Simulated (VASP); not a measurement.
Wanted: the native input for a VASP 6.6.1 run.

```
Task                   : relaxation of cell and atoms
Functional             : r2SCAN
Potentials or basis    : VASP PAW PBE potentials, release 64 (Ca_sv, O)
Cutoff                 : 600 eV
k mesh                 : 8 × 8 × 8
Occupations            : gaussian, width 0.02 eV
Spin                   : no spin polarisation
Dipole correction      : no
Further INCAR settings : ALGO = Normal; EDIFF = 1e-06; IBRION = 2; EDIFFG = -0.005; NSW = 100; ISIF = 3
```

The system is CaO.

```xyz
2
Lattice="0.0000 2.4065 2.4065 2.4065 0.0000 2.4065 2.4065 2.4065 0.0000" Properties=species:S:1:pos:R:3 pbc="T T T"
Ca    0.0000    0.0000    0.0000
O     2.4065    2.4065    2.4065
```

The input as run:

POSCAR

```
CaO
1.0
    0.0000000000      2.4065000000      2.4065000000
    2.4065000000      0.0000000000      2.4065000000
    2.4065000000      2.4065000000      0.0000000000
Ca O
1 1
Direct
    0.0000000000      0.0000000000      0.0000000000
    0.5000000000      0.5000000000      0.5000000000
```

INCAR.step1

```
PREC = Accurate ; ENCUT = 600
ISMEAR = 0 ; SIGMA = 0.02
LREAL = False ; LASPH = True
NELM = 80 ; GGA = PE
ALGO = Normal ; EDIFF = 1E-4
LWAVE = True ; LCHARG = False
```

INCAR.step2

```
PREC = Accurate ; ENCUT = 600
EDIFF = 1E-6 ; ISMEAR = 0
SIGMA = 0.02 ; LREAL = False
LASPH = True ; NELM = 80
ALGO = Normal ; ISIF = 3
LWAVE = False ; LCHARG = False
METAGGA = R2SCAN ; LMIXTAU = True
IBRION = 2 ; NSW = 100
EDIFFG = -0.005 ; ISTART = 1
```

KPOINTS

```
regular mesh
0
Gamma
  8 8 8
```

Potentials or basis: VASP PAW PBE potentials, release 64 (Ca_sv, O).

Command:

```console
$ cat potpaw_PBE.64/Ca_sv/POTCAR potpaw_PBE.64/O/POTCAR > POTCAR
$ cp INCAR.step1 INCAR
$ mpirun -np 1 vasp_std > vasp.out
$ cp INCAR.step2 INCAR
$ mpirun -np 1 vasp_std > vasp.out
```

Results of the run:

| Property | Result |
| --- | --- |
| Relaxed volume | 13.89 Å³/atom |
| Relaxed cell | a = 3.399 Å, b = 3.399 Å, c = 3.399 Å, α = 60.00°, β = 60.00°, γ = 60.00° |
| Space group after relaxing (to 0.05 Å) | Fm-3m (No. 225) |
| Energy gained by relaxing | 0.1 meV/atom |
| Ionic steps | 3 |
| Pressure after relaxing | 0.0 GPa |
| Band gap on the k mesh | 4.19 eV, indirect (least direct gap 4.56 eV) |

Caveat: the PAW data sets were made with another functional, which shifts forces and pressure a little.

Wall time 95 s on 1 thread of Intel Xeon 6975P-C, on a shared host, peak memory 0.18 GiB.
